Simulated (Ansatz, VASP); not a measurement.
## Mg in VASP and in Ansatz

```
Mg
1.0
     3.27221    0.00000    0.00000
    -1.63611    2.83382    0.00000
     0.00000    0.00000    5.31252
Mg
2
Cartesian
  0.0000 1.8892 1.3281
  1.6361 0.9446 3.9844
```

Change from the starting cell: volume scaled by 1.06, PAW files.

Alike in both runs: task electric field gradients; functional PBE; k mesh 12 × 12 × 7; occupations fermi-dirac, width 0.05 eV; no spin polarisation.

```csv
,VASP,Ansatz
version,VASP 6.6.1,Ansatz 0.2.0
potentials or method,"VASP PAW PBE potentials, release 64 (Mg)","PAW with Ansatz's default frozen-core files, scalar-relativistic"
plane-wave cutoff (eV),520,420
valence electrons in the cell,4,20
```

|  | VASP | Ansatz | Ansatz less VASP |
| --- | --- | --- | --- |
| pressure (GPa) | -2.4 | -2.2 | +0.12 |
| traceless stress, the component that is largest in VASP (GPa) | -0.54 | -0.54 | +0.002 |
| size of Vzz on the site where it differs most (V/Å²) | 1.2 | 1.3 | +0.10 |

With one functional, cell and mesh, what is left measures potentials, basis and numerics. VASP's potentials hold 4 valence electrons a cell and Ansatz's 20, so a difference there can come from the potentials and not from the codes.
